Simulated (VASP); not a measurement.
# CdS (P6_3mc) in VASP: relaxation of cell and atoms with LDA

Aim: the relaxation of cell and atoms of CdS with LDA.

Everything below comes from runs of VASP 6.6.1. Logs are shortened: lines on timing, memory, paths and dates and some standing lists are left out, and cuts for length are marked.

## 1. The cell of the first run

Symmetry: P6_3mc, No. 186, hexagonal system. The conventional cell has a = 4.169 Å, b = 4.169 Å, c = 6.780 Å, α = 90.00°, β = 90.00°, γ = 120.00°. Cd (site symmetry 3m) has 4 S at 2.55 Å within 3.4 Å. Within 3.4 Å of S (site symmetry 3m) lie 4 Cd at 2.55 Å.

## 2. Relaxation of cell and atoms, LDA

INCAR reads:

```
SYSTEM = CdS
  ALGO = Normal
  EDIFF = 1E-7
  EDIFFG = -0.002
  ENCUT = 630
  GGA_COMPAT = .False.
  IBRION = 2
  ISIF = 3
  ISMEAR = 0
  LASPH = .True.
  LCHARG = .False.
  LREAL = .False.
  LWAVE = .False.
  NELM = 120
  NELMIN = 4
  NSW = 100
  PREC = Accurate
  SIGMA = 0.02
```

KPOINTS reads:

```
k-points
0
Gamma
  9 9 4
  0 0 0
```

POSCAR reads:

```
CdS
1.0
    4.1688381000      0.0000000000      0.0000000000
   -2.0844190500      3.6103197000      0.0000000000
    0.0000000000      0.0000000000      6.7796174100
Cd S
2 2
Direct
    0.6666666700      0.3333333300      0.5002243700
    0.3333333300      0.6666666700      0.0002243700
    0.6666666700      0.3333333300      0.8767756300
    0.3333333300      0.6666666700      0.3767756300
```

Potentials or basis: VASP PAW LDA potentials, release 64 (Cd_sv_GW, S).

Run with:

```
cat potpaw_LDA.64/Cd_sv_GW/POTCAR potpaw_LDA.64/S/POTCAR > POTCAR
mpirun -np 1 vasp_std > vasp.out
```

OUTCAR:

```text
SYSTEM = CdS
   EDIFF = 1E-7
   EDIFFG = -0.002
   ENCUT = 630
   IBRION = 2
   ISIF = 3
   ISMEAR = 0
   LASPH = .True.
   LREAL = .False.
   NELM = 120
   NELMIN = 4
   NSW = 100
   PREC = Accurate

 ion  position               nearest neighbor table
   1  0.667  0.333  0.500-   4 2.55   4 2.55   4 2.55   3 2.55
   2  0.333  0.667  0.000-   3 2.55   3 2.55   3 2.55   4 2.55
   3  0.667  0.333  0.877-   2 2.55   2 2.55   2 2.55   1 2.55
   4  0.333  0.667  0.377-   1 2.55   1 2.55   1 2.55   2 2.55

  LATTYP: Found a hexagonal cell.
 ALAT       =     4.1688381000
 C/A-ratio  =     1.6262606624

  Lattice vectors:

 A1 = (   4.1688381000,   0.0000000000,   0.0000000000)
 A2 = (  -2.0844190500,   3.6103197000,   0.0000000000)
 A3 = (   0.0000000000,   0.0000000000,   6.7796174100)

Analysis of symmetry for initial positions (statically):
=====================================================================
 Subroutine PRICEL returns:
 Original cell was already a primitive cell.

 Routine SETGRP: Setting up the symmetry group for a
 hexagonal supercell.

 Subroutine GETGRP returns: Found 12 space group operations
 (whereof  6 operations were pure point group operations)
 out of a pool of 24 trial point group operations.

The static configuration has the point symmetry C_3v.
 The point group associated with its full space group is C_6v.

Analysis of symmetry for dynamics (positions and initial velocities):
=====================================================================
 Subroutine PRICEL returns:
 Original cell was already a primitive cell.

 Routine SETGRP: Setting up the symmetry group for a
 hexagonal supercell.

 Subroutine GETGRP returns: Found 12 space group operations
 (whereof  6 operations were pure point group operations)
 out of a pool of 24 trial point group operations.

The dynamic configuration has the point symmetry C_3v.
 The point group associated with its full space group is C_6v.

 Subroutine INISYM returns: Found 12 space group operations
 (whereof  6 operations are pure point group operations),
 and found     1 'primitive' translations

----------------------------------------------------------------------------------------

                                     Primitive cell

  volume of cell :     102.0389

  direct lattice vectors                    reciprocal lattice vectors
     4.168838100  0.000000000  0.000000000     0.239874991  0.138491890  0.000000000
    -2.084419050  3.610319700  0.000000000     0.000000000  0.276983781  0.000000000
     0.000000000  0.000000000  6.779617410     0.000000000  0.000000000  0.147500949

  length of vectors
     4.168838100  4.168838101  6.779617410     0.276983781  0.276983781  0.147500949

  position of ions in fractional coordinates (direct lattice)
     0.666666670  0.333333330  0.500224370
     0.333333330  0.666666670  0.000224370
     0.666666670  0.333333330  0.876775630
     0.333333330  0.666666670  0.376775630

  ion indices of the primitive-cell ions
   primitive index   ion index
                 1           1
                 2           2
                 3           3
                 4           4

----------------------------------------------------------------------------------------

 KPOINTS: k-points

Automatic generation of k-mesh.
 Grid dimensions read from file:
 generate k-points for:    9    9    4

 Generating k-lattice:

  Cartesian coordinates                     Fractional coordinates (reciprocal lattice)
     0.026652777  0.015387988  0.000000000     0.111111111 -0.000000000  0.000000000
     0.000000000  0.030775976  0.000000000     0.000000000  0.111111111  0.000000000
     0.000000000  0.000000000  0.036875237     0.000000000  0.000000000  0.250000000

  Length of vectors
     0.030775976  0.030775976  0.036875237

  Shift w.r.t. Gamma in fractional coordinates (k-lattice)
     0.000000000  0.000000000  0.000000000

 Subroutine IBZKPT returns following result:
 ===========================================

 Found     36 irreducible k-points:

 Following reciprocal coordinates:
            Coordinates               Weight
  0.000000  0.000000  0.000000      1.000000
  0.111111  0.000000  0.000000      6.000000
  0.222222  0.000000  0.000000      6.000000
  0.333333  0.000000  0.000000      6.000000
  0.444444  0.000000  0.000000      6.000000
  0.111111  0.111111  0.000000      6.000000
[... 16 lines left out ...]
  0.333333  0.222222  0.250000     24.000000
  0.333333  0.333333  0.250000      4.000000
 [... further k-points ...]
   k-points           NKPTS =     36   k-points in BZ     NKDIM =     36   number of bands    NBANDS=     31
   number of dos      NEDOS =    301   number of ions     NIONS =      4
   total plane-waves  NPLWV =  72576
   dimension x,y,z NGX =    36 NGY =   36 NGZ =   56
   dimension x,y,z NGXF=    72 NGYF=   72 NGZF=  112
   ions per type =               2   2
   NGX,Y,Z   is equivalent  to a cutoff of  14.36, 14.36, 13.73 a.u.
   NGXF,Y,Z  is equivalent  to a cutoff of  28.71, 28.71, 27.46 a.u.
 SYSTEM =  CdS
   PREC   = accura    normal or accurate (medium, high low for compatibility)
   ISTART =      0    job   : 0-new  1-cont  2-samecut
   ICHARG =      2    charge: 1-file 2-atom 10-const
   ISPIN  =      1    spin polarized calculation?
   LNONCOLLINEAR =      F non collinear calculations
   LSORBIT =      F    spin-orbit coupling
   LASPH  =      T    aspherical Exc in radial PAW
   ENCUT  =  630.0 eV  46.30 Ry    6.80 a.u.   8.53  8.53 13.87*2*pi/ulx,y,z
   NELM   =    120;   NELMIN=  4; NELMDL= -5     # of ELM steps
   EDIFF  = 0.1E-06   stopping-criterion for ELM
   LREAL  =      F    real-space projection
   EDIFFG = -.2E-02   stopping-criterion for IOM
   NSW    =    100    number of steps for IOM
   IBRION =      2    ionic relax: 0-MD 1-quasi-New 2-CG
   NFREE  =      1    steps in history (QN), initial steepest desc. (CG)
   ISIF   =      3    stress and relaxation
   ISYM   =      2    0-nonsym 1-usesym 2-fastsym
   POTIM  = 0.5000    time-step for ionic-motion
   TEBEG  =    0.0;   TEEND  =   0.0 temperature during run
   PSTRESS=    0.0 pullay stress
   NELECT =      52.0000    total number of electrons
   NUPDOWN=      -1.0000    fix difference up-down
   EMIN   =  10.00;   EMAX   =-10.00  energy-range for DOS
   EFERMI =   0.00;   METHOD = LEGACY
   ISMEAR =     0;   SIGMA  =   0.02  broadening in eV -4-tet -1-fermi 0-gaus
   EFERMI_NEDOS =   21; number of points for ismear=-14 and -15
   IALGO  =     38    algorithm
   IMIX   =      4    mixing-type and parameters
     AMIX     =   0.40;   BMIX     =  1.00
     AMIX_MAG =   1.60;   BMIX_MAG =  1.00
  volume/ion in A,a.u.               =      25.51       172.15
  Fermi-wavevector in a.u.,A,eV,Ry     =   1.307637  2.471076 23.264812  1.709915
  Thomas-Fermi vector in A             =   2.438358
   LORBIT       =      0    0 simple, 1 ext, 2 COOP (PROOUT), +10 PAW based schemes
   GGA     = CA    functional components
   LHFCALC =     F    Hartree Fock is set to
   AEXX    =    0.0000 exact exchange contribution
   IVDW    =     0    specifies the selected vdW correction
   LEPSILON=     F    determine dielectric tensor
   LRPA    =     F    only Hartree local field effects (RPA)
 conjugate gradient relaxation of ions
 non-spin polarized calculation
 Gauss-broadening in eV      SIGMA  =   0.02
  energy-cutoff  :      630.00
  volume of cell :      102.04
 maximum number of plane-waves:      3693
 NGX is ok and might be reduce to    36
   NGX = 17   NGY = 17   NGZ = 27

--------------------------------------- Ionic step        1  -------------------------------------------

 number of electron      51.9999988 magnetization

 Free energy of the ion-electron system (eV)
  ---------------------------------------------------
  ext. energy  EPLUGINS =         0.00000000
  ---------------------------------------------------
  free energy    TOTEN  =       -14.82099295 eV

  energy without entropy =      -14.82099295  energy(sigma->0) =      -14.82099295

------------------------ aborting loop because EDIFF is reached ----------------------------------------

  FORCE on cell =-STRESS in cart. coord.  units (eV):
  Direction    XX          YY          ZZ          XY          YZ          ZX
  --------------------------------------------------------------------------------------
  -------------------------------------------------------------------------------------
  Total       -2.5262516     -2.5262516     -2.4675026      0.0000000     -0.0000000      0.0000000
  in kB      -39.6662645    -39.6662645    -38.7438093      0.0000000     -0.0000000      0.0000000
  external PRESSURE =     -39.3587795 kB  Pullay stress =       0.0000000 kB
[... 23 lines left out ...]
  energy  without entropy=      -14.8209929540  energy(sigma->0) =      -14.82099295

--------------------------------------- Ionic step        2  -------------------------------------------

 number of electron      52.0000017 magnetization

 E-fermi :   3.4738     XC(G=0): -10.0142

 val. band max:        3.3016348929   @ k =   0.0000   0.0000   0.0000
 cond. band min:       4.4077053587   @ k =   0.0000   0.0000   0.0000
 fundamental gap:      1.1060704658
 Fermi energy:         3.4738351281

 k-point     1 :       0.0000    0.0000    0.0000
  band No.  band energies     occupation
      1     -97.5910      2.00000
      2     -97.5910      2.00000
      3     -58.9815      2.00000
      4     -58.9815      2.00000
      5     -58.9814      2.00000
      6     -58.9813      2.00000
[... 1070 lines left out ...]
  energy  without entropy=      -14.9054253888  energy(sigma->0) =      -14.90542539

--------------------------------------- Ionic step        9  -------------------------------------------

 number of electron      52.0000003 magnetization

 Free energy of the ion-electron system (eV)
  ---------------------------------------------------
  ext. energy  EPLUGINS =         0.00000000
  ---------------------------------------------------
  free energy    TOTEN  =       -14.90543547 eV

  energy without entropy =      -14.90543547  energy(sigma->0) =      -14.90543547

 E-fermi :   3.1255     XC(G=0):  -9.8898

 val. band max:        3.0171494721   @ k =   0.0000   0.0000   0.0000
 cond. band min:       4.0637990283   @ k =   0.0000   0.0000   0.0000
 fundamental gap:      1.0466495563
 Fermi energy:         3.1254525457

 k-point     1 :       0.0000    0.0000    0.0000
  band No.  band energies     occupation
      1     -97.8100      2.00000
      2     -97.8100      2.00000
      3     -59.1995      2.00000
      4     -59.1995      2.00000
      5     -59.1995      2.00000
      6     -59.1994      2.00000
[... 838 lines left out ...]
  FREE ENERGIE OF THE ION-ELECTRON SYSTEM (eV)
  ---------------------------------------------------
  free  energy   TOTEN  =       -14.9054354713 eV

  energy  without entropy=      -14.9054354713  energy(sigma->0) =      -14.90543547

 reached required accuracy - stopping structural energy minimisation
```

Run time: 6.3 min. Hardware: 1 thread of Intel Xeon 6975P-C (Granite Rapids), shared host; peak memory 0.31 GiB.

What came out:

```
Free energy                           : -14.9054 eV
Relaxed volume                        : 23.88 Å³/atom
Relaxed cell                          : a = 4.076 Å, b = 4.076 Å, c = 6.638 Å, α = 90.00°, β = 90.00°, γ = 120.00°
Space group after relaxing (to 0.1 Å) : P6_3mc (No. 186)
Energy gained by relaxing             : 21.1 meV/atom
Ionic steps                           : 9
Pressure after relaxing               : 0.0 GPa
Band gap on the k mesh                : 1.05 eV
```

Step by step:
```
step  energy change (eV)  largest force (eV/Å)  pressure (GPa)  volume (Å³)
   1              0.0000                0.0045           -3.94       102.04
   2             -0.0700                0.0104            1.91        93.06
   3             -0.0844                0.0054            0.00        95.54
   4             -0.0844                0.0055            0.09        95.41
   5             -0.0844                0.0041           -0.03        95.58
   6             -0.0844                0.0041           -0.02        95.55
   7             -0.0844                0.0043           -0.01        95.54
   8             -0.0844                0.0030            0.00        95.53
   9             -0.0844                0.0014            0.00        95.53
```

Final structure:
```xyz
4
Lattice="4.0764 0.0000 0.0000 -2.0382 3.5303 0.0000 0.0000 0.0000 6.6382" Properties=species:S:1:pos:R:3 pbc="T T T"
Cd    2.0382    1.1768    3.3214
Cd    0.0000    2.3535    0.0023
S     2.0382    1.1768    5.8194
S     0.0000    2.3535    2.5003
```
